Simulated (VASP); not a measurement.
A run of VASP 6.6.1 is set up as follows.

File INCAR:

```
ALGO = Normal ; EDIFF = 1E-6
ENCUT = 520 ; GGA = PE
ISIF = 2 ; ISMEAR = 0
IVDW = 12 ; LASPH = T
LCHARG = F ; LREAL = F
LWAVE = F ; NBANDS = 16
NELM = 80 ; PREC = Accurate
SIGMA = 0.05
```

KPOINTS

```
k-points
0
Gamma
  12 12 8
```

POSCAR

```
Se
1.0
    4.1786286452      0.0000000000      0.0000000000
   -2.0893143226      3.6187985598      0.0000000000
    0.0000000000      0.0000000000      4.8601629773
Se
3
Direct
    0.2473450691      0.0000000000      0.3333333333
    0.0000000000      0.2473450691      0.6666666667
    0.7526549309      0.7526549309      0.0000000000
```

Potentials or basis: VASP PAW PBE potentials, release 64 (Se).

Command:

```console
$ cat potpaw_PBE.64/Se/POTCAR > POTCAR
$ mpirun -np 1 vasp_std > vasp.out
```

Question: What does it give for the largest force?

Answer: 0.091 eV/Å.

Question: What does it give for the band gap on the k mesh?

Answer: 0.55 eV (least direct gap 1.16 eV).

Forces on the atoms (eV/Å):
```
Se   0.091  0.000  0.000
Se  -0.045  0.079  0.000
Se  -0.045 -0.079  0.000
```

A k mesh can miss the band edges.
